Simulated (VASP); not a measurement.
# Cd (P6/mmm) in VASP: further runs, part 2 of 2

VASP 6.6.1. The steps go on from the part before.

### 4 Single point, PBE (25.25 Å³/atom)

This run uses another cell than the first one, of 25.25 Å³/atom.

Input file INCAR:

```
PREC = Accurate
ENCUT = 520
EDIFF = 1E-6
ISMEAR = -1
SIGMA = 0.1
LREAL = F
LASPH = T
NELM = 80
ALGO = Normal
ISIF = 2
LWAVE = F
LCHARG = T
GGA = PE
LELF = T
LVHAR = T
NBANDS = 12
```

Input file KPOINTS:

```
regular mesh
0
Gamma
  14 14 13
```

Input file POSCAR:

```
Cd
1.0
    3.0398335897      0.0000000000      0.0000000000
   -1.5199167949      2.6325731119      0.0000000000
    0.0000000000      0.0000000000      3.1553070992
Cd
1
Direct
    0.0000000000      0.0000000000      0.0000000000
```

Command:

```console
$ cat potpaw_PBE.64/Cd/POTCAR > POTCAR
$ mpirun -np 1 vasp_std > vasp.out
```

It took 30 s on 1 thread of AMD EPYC 7R43 (Zen 3), shared host; peak memory 0.14 GiB.

The run converged. Its results:

```
Free energy            : -0.6836 eV
Pressure               : 0.2 GPa
Band gap on the k mesh : zero (bands 6 and 7 overlap by 5.16 eV)
```

Levels at points of the mesh, in eV from the Fermi level:
```csv
k point,band 4,band 5,band 6,band 7,band 8,band 9
"(0.00, 0.00, 0.00)",-8.26,-8.26,-7.81,7.60,11.46,14.29
"(0.50, 0.00, 0.00)",-8.37,-8.03,-1.70,-1.10,8.76,12.62
```

### 5 Relaxation of shape and atoms at fixed volume, PBE

This run uses another cell than the first one, of 11.36 Å³/atom.

Input file INCAR:

```
PREC = Accurate
ENCUT = 600
EDIFF = 1E-6
ISMEAR = -1
SIGMA = 0.1
LREAL = F
LASPH = T
NELM = 80
ALGO = Normal
ISIF = 4
LWAVE = F
LCHARG = F
GGA = PE
IBRION = 2
NSW = 50
EDIFFG = -0.005
```

Input file KPOINTS:

```
Automatic mesh
0
Gamma
  14 14 13
```

Input file POSCAR:

```
Cd
1.0
    2.3294531527      0.0000000000      0.0000000000
   -1.1647265764      2.0173656071      0.0000000000
    0.0000000000      0.0000000000      2.4179415922
Cd
1
Direct
    0.0000000000      0.0000000000      0.0000000000
```

Potentials or basis: VASP PAW PBE potentials, release 64 (Cd).

Command:

```console
$ cat potpaw_PBE.64/Cd/POTCAR > POTCAR
$ mpirun -np 1 vasp_std > vasp.out
```

OUTCAR:

```text
PREC = Accurate
   ENCUT = 600
   EDIFF = 1E-6
   ISMEAR = -1
   LREAL = F
   LASPH = T
   NELM = 80
   ISIF = 4
   GGA = PE
   IBRION = 2
   NSW = 50
   EDIFFG = -0.005

 ion  position               nearest neighbor table
   1  0.000  0.000  0.000-

  LATTYP: Found a hexagonal cell.
 ALAT       =     2.3294531527
 C/A-ratio  =     1.0379867865

  Lattice vectors:

 A1 = (   2.3294531527,   0.0000000000,   0.0000000000)
 A2 = (  -1.1647265764,   2.0173656071,   0.0000000000)
 A3 = (   0.0000000000,   0.0000000000,   2.4179415922)

Analysis of symmetry for initial positions (statically):
=====================================================================
 Subroutine PRICEL returns:
 Original cell was already a primitive cell.

 Routine SETGRP: Setting up the symmetry group for a
 hexagonal supercell.

 Subroutine GETGRP returns: Found 24 space group operations
 (whereof 24 operations were pure point group operations)
 out of a pool of 24 trial point group operations.

The static configuration has the point symmetry D_6h.

Analysis of symmetry for dynamics (positions and initial velocities):
=====================================================================
 Subroutine PRICEL returns:
 Original cell was already a primitive cell.
[... 330 lines left out ...]
--------------------------------------- Ionic step       15  -------------------------------------------

 number of electron      11.9999996 magnetization

 Free energy of the ion-electron system (eV)
  ---------------------------------------------------
  ext. energy  EPLUGINS =         0.00000000
  ---------------------------------------------------
  free energy    TOTEN  =         4.21189523 eV

  energy without entropy =        4.22047397  energy(sigma->0) =        4.21618460

 E-fermi :  10.8928     XC(G=0): -14.8560

 val. band max:       10.8911659336   @ k =   0.5000   0.0000   0.4615
 cond. band min:      10.9073592197   @ k =   0.5000   0.0000   0.0769
 fundamental gap:      0.0161932861
 Fermi energy:        10.8928312244

 k-point     1 :       0.0000    0.0000    0.0000
  band No.  band energies     occupation
      1      -5.7241      2.00000
      2      -5.2551      2.00000
      3      -2.8603      2.00000
      4      -2.8603      2.00000
      5       0.4234      2.00000
      6       0.4234      2.00000
      7      23.5252      0.00000
      8      26.0654      0.00000
      9      31.6341      0.00000
     10      32.8077      0.00000
[... 287 lines left out ...]
 k-point    24 :       0.3571    0.2857    0.0000
  band No.  band energies     occupation
      1      -3.9817      2.00000
      2      -3.4013      2.00000
      3      -2.4422      2.00000
      4      -1.2414      2.00000
      5      -0.9052      2.00000
      6       9.4720      2.00000
      7      11.2311      0.06569
      8      13.1477      0.00000
      9      32.0497      0.00000
     10      34.1598      0.00000

 [... further k-points ...]

------------------------ aborting loop because EDIFF is reached ----------------------------------------

  FORCE on cell =-STRESS in cart. coord.  units (eV):
  Direction    XX          YY          ZZ          XY          YZ          ZX
  --------------------------------------------------------------------------------------
  -------------------------------------------------------------------------------------
  Total       18.5342526     18.5342525     18.5295690     -0.0000000      0.0000000      0.0000000
  in kB     2613.3721565   2613.3721544   2612.7117614     -0.0000008      0.0000000      0.0000000
  external PRESSURE =    2613.1520241 kB  Pullay stress =       0.0000000 kB
[... 16 lines left out ...]
  FREE ENERGIE OF THE ION-ELECTRON SYSTEM (eV)
  ---------------------------------------------------
  free  energy   TOTEN  =         4.2118952288 eV

  energy  without entropy=        4.2204739668  energy(sigma->0) =        4.21618460

 reached required accuracy - stopping structural energy minimisation
```

CONTCAR:

```text
Cd
   1.00000000000000
     2.3784921937472814   -0.0000000003491682    0.0000000000000001
    -1.1892460972270817    2.0598346618238788    0.0000000000000001
     0.0000000000000000    0.0000000000000001    2.3192646409850073
  Cd
     1
Direct
     0.0000000000000000    0.0000000000000000    0.0000000000000000

  0.00000000E+00  0.00000000E+00  0.00000000E+00
```

Wall time 87 s (1 thread of AMD EPYC 7R43 (Zen 3), shared host); peak memory 0.11 GiB.

Results:

```
Free energy             : 4.2119 eV
Pressure after relaxing : 261.3 GPa
Band gap on the k mesh  : zero (bands 6 and 7 overlap by 6.13 eV)
```

Final structure:
```cif
data_structure
_symmetry_space_group_name_H-M 'P 1'
_symmetry_Int_Tables_number 1
_cell_length_a 2.3785
_cell_length_b 2.3785
_cell_length_c 2.3193
_cell_angle_alpha 90.000
_cell_angle_beta 90.000
_cell_angle_gamma 120.000
_cell_volume 11.36
loop_
_atom_site_label
_atom_site_type_symbol
_atom_site_fract_x
_atom_site_fract_y
_atom_site_fract_z
_atom_site_occupancy
Cd1 Cd 0.00000 0.00000 0.00000 1
```

### 6 Relaxation of shape and atoms at fixed volume, PBE

This run uses another cell than the first one, of 13.13 Å³/atom.

Input file INCAR:

```
SYSTEM = Cd
PREC = Accurate
ENCUT = 600
EDIFF = 1E-6
ISMEAR = -1
SIGMA = 0.1
LREAL = .FALSE.
LASPH = .TRUE.
NELM = 100
ALGO = Normal
ISIF = 4
LWAVE = .FALSE.
LCHARG = .FALSE.
GGA = PE
IBRION = 2
NSW = 50
EDIFFG = -0.005
```

Input file KPOINTS:

```
Automatic mesh
0
G
  14 14 13
  0 0 0
```

Input file POSCAR:

```
Cd
1.0
    2.4444674432      0.0000000000      0.0000000000
   -1.2222337216      2.1169709045      0.0000000000
    0.0000000000      0.0000000000      2.5373249060
Cd
1
Direct
    0.0000000000      0.0000000000      0.0000000000
```

Potentials or basis: VASP PAW PBE potentials, release 64 (Cd).

Command:

```console
$ cat potpaw_PBE.64/Cd/POTCAR > POTCAR
$ mpirun -np 1 vasp_std > vasp.out
```

It took 64 s on 1 thread of AMD EPYC 7R43 (Zen 3), shared host; peak memory 0.11 GiB.

It converged, with:

```yaml
Free_energy: 2.0461 eV
Energy_gained_by_relaxing: 71.5 meV/atom
Ionic_steps: 7
Pressure_after_relaxing: 143.8 GPa
Band_gap_on_the_k_mesh: zero (bands 6 and 7 overlap by 6.27 eV)
```

Step by step:
```tsv
step	energy change (eV)	largest force (eV/Å)	pressure (GPa)	volume (Å³)
1	0.0000	0.0000	148.23	13.13
2	0.3881	0.0000	155.20	13.13
3	-0.0715	0.0000	143.98	13.13
4	-0.0715	0.0000	143.86	13.13
5	-0.0715	0.0000	143.82	13.13
6	-0.0715	0.0000	143.94	13.13
7	-0.0715	0.0000	143.85	13.13
```

Final structure:
```
Cd
1.0
     2.49041    0.00000    0.00000
    -1.24521    2.15676    0.00000
     0.00000    0.00000    2.44457
Cd
1
Direct
  0.00000 0.00000 0.00000
```

Levels at points of the mesh, in eV from the Fermi level:
| k point | band 2 | band 3 | band 4 | band 5 | band 6 | band 7 | band 8 | band 9 | band 10 |
| --- | --- | --- | --- | --- | --- | --- | --- | --- | --- |
| (0.00, 0.00, 0.00) | -14.01 | -12.24 | -12.24 | -9.73 | -9.73 | 11.91 | 15.47 | 18.96 | 20.50 |
| (0.50, 0.00, 0.00) | -13.09 | -11.40 | -10.09 | -9.29 | -5.38 | -0.27 | 11.07 | 17.65 | 18.13 |

### 7 Overview

```csv
task,cell,cutoff (eV),gap on the mesh (eV),pressure (GPa)
single point,"a = 2.969, b = 2.969, c = 3.042 Å, angles 90.0, 90.0, 120.0°, 1 atom",520,none,4.0
single point,"a = 3.040, b = 3.040, c = 3.155 Å, angles 90.0, 90.0, 120.0°, 1 atom",520,none,0.2
relaxation of shape and atoms at fixed volume,"relaxed from a = 2.329, b = 2.329, c = 2.418 Å, angles 90.0, 90.0, 120.0°, 1 atom",600,none,261.3
relaxation of shape and atoms at fixed volume,"relaxed from a = 2.444, b = 2.444, c = 2.537 Å, angles 90.0, 90.0, 120.0°, 1 atom",600,none,143.8
```

Alike in all rows: level PBE; potentials or basis VASP PAW PBE potentials, release 64 (Cd); no spin polarisation; k mesh 14 × 14 × 13; smearing fermi-dirac 0.1 eV.

Caveats: the cell stands under pressure (at least some runs).

Absolute energies hang on the potentials; compare differences alone.
